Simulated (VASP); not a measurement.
Set up this calculation in VASP 6.6.1, as the native input.

```
Task                   : single point
Functional             : r2SCAN
Potentials or basis    : VASP PAW PBE potentials, release 64 (Nb_sv, Ru_pv)
Cutoff                 : 520 eV
k mesh                 : 16 × 16 × 14
Occupations            : gaussian, width 0.15 eV
Spin                   : no spin polarisation
Dipole correction      : no
Further INCAR settings : ALGO = Normal; EDIFF = 1e-06; NBANDS = 20
```

Crystal: NbRu.

```
Nb Ru
1.0
     2.85000    0.00000    0.00000
     0.00000    2.85000    0.00000
     0.00000    0.00000    3.46450
Nb Ru
1 1
Direct
  0.00000 0.00000 0.00000
  0.50000 0.50000 0.50000
```

This cell differs from its parent crystal: strain -0.050 along x and y, +0.025 along z.

One way to write it, as run:

POSCAR

```
NbRu
1.0
    2.8500000000      0.0000000000      0.0000000000
    0.0000000000      2.8500000000      0.0000000000
    0.0000000000      0.0000000000      3.4645000000
Nb Ru
1 1
Direct
    0.0000000000      0.0000000000      0.0000000000
    0.5000000000      0.5000000000      0.5000000000
```

INCAR.step1

```
ALGO = Normal
EDIFF = 1E-4
ENCUT = 520
GGA = PE
ISMEAR = 0
LASPH = T
LCHARG = F
LREAL = F
LWAVE = T
NBANDS = 20
NELM = 100
PREC = Accurate
SIGMA = 0.15
```

INCAR.step2

```
ALGO = Normal
EDIFF = 1E-6
ENCUT = 520
ISIF = 2
ISMEAR = 0
ISTART = 1
LASPH = T
LCHARG = F
LMIXTAU = T
LREAL = F
LWAVE = F
METAGGA = R2SCAN
NBANDS = 20
NELM = 100
PREC = Accurate
SIGMA = 0.15
```

KPOINTS

```
k-points
0
Gamma
  16 16 14
```

Potentials or basis: VASP PAW PBE potentials, release 64 (Nb_sv, Ru_pv).

Run with:

```sh
$ cat potpaw_PBE.64/Nb_sv/POTCAR potpaw_PBE.64/Ru_pv/POTCAR > POTCAR
$ cp INCAR.step1 INCAR
$ mpirun -np 1 vasp_std > vasp.out
$ cp INCAR.step2 INCAR
$ mpirun -np 1 vasp_std > vasp.out
```

It gave:

The pressure is 36.1 GPa.

Caveat: the cell differs from its parent crystal (strain -0.050 along x and y, +0.025 along z); the PAW data sets were made with another functional, which shifts forces and pressure a little.

Run time: 12 min on 1 thread of Intel Xeon 8259CL, with other jobs on the host, peak memory 0.32 GiB.
